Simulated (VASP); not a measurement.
BaS:

```
CELL_PARAMETERS angstrom
3.83376 0.00000 0.00000
0.00000 3.83376 0.00000
0.00000 0.00000 3.83376
ATOMIC_POSITIONS crystal
Ba 0.00000 0.00000 0.00000
S 0.50000 0.50000 0.50000
```

Base run:

```yaml
Program: VASP 6.6.1
Functional: PBE
Potentials_or_basis: VASP PAW PBE potentials, release 64 (Ba_sv, S)
Cutoff: 520 eV
k_mesh: 4 × 4 × 4
Occupations: gaussian, width 0.01 eV
Spin: no spin polarisation
```

Its results: band gap on the k mesh 1.42 eV, indirect (least direct gap 1.53 eV); pressure 1.3 GPa.

Problem. The run is repeated on the same cell with these changes: functional from PBE to r2SCAN. What comes out?

Solution. Band gap on the k mesh 1.80 eV, indirect (least direct gap 1.90 eV); pressure 1.0 GPa.

r2SCAN gives the wider gap, since meta-GGAs in the generalised Kohn-Sham scheme recover part of the derivative discontinuity.

Caveats: spin-orbit coupling is left out, which moves the levels of the heavy elements; the PAW data sets were made with another functional, which shifts forces and pressure a little (some runs).

A k mesh can miss the band edges.
